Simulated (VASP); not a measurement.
Input of a VASP 6.6.1 run:

INCAR

```
  ALGO = Normal
  EDIFF = 1E-6
  ENCUT = 520
  GGA = PE
  ISIF = 2
  ISMEAR = 0
  ISPIN = 2
  LASPH = T
  LCHARG = T
  LELF = T
  LMAXMIX = 4
  LORBIT = 11
  LREAL = F
  LVHAR = T
  LWAVE = F
  MAGMOM = 5 0
  NBANDS = 20
  NELM = 150
  PREC = Accurate
  SIGMA = 0.05
```

The input KPOINTS:

```
k-points
0
Gamma
  8 8 8
```

File POSCAR:

```
MnS
1.0
    0.0000000000      2.8000000000      2.8000000000
    2.8000000000      0.0000000000      2.8000000000
    2.8000000000      2.8000000000      0.0000000000
Mn S
1 1
Direct
    0.0000000000      0.0000000000      0.0000000000
    0.7500000000      0.7500000000      0.7500000000
```

Potentials or basis: VASP PAW PBE potentials, release 64 (Mn_pv, S).

Run with:

```sh
$ cat potpaw_PBE.64/Mn_pv/POTCAR potpaw_PBE.64/S/POTCAR > POTCAR
$ mpirun -np 1 vasp_std > vasp.out
```

Question: Predict the pressure.

Answer: 0.9 GPa.

Question: Predict the net moment.

Answer: 4.90 μB per cell.

Question: Estimate the site moments.

Answer: Mn +4.32; S +0.08 μB.

Caveat: a cell with one magnetic atom can't hold antiferromagnetic order, which such compounds often take.
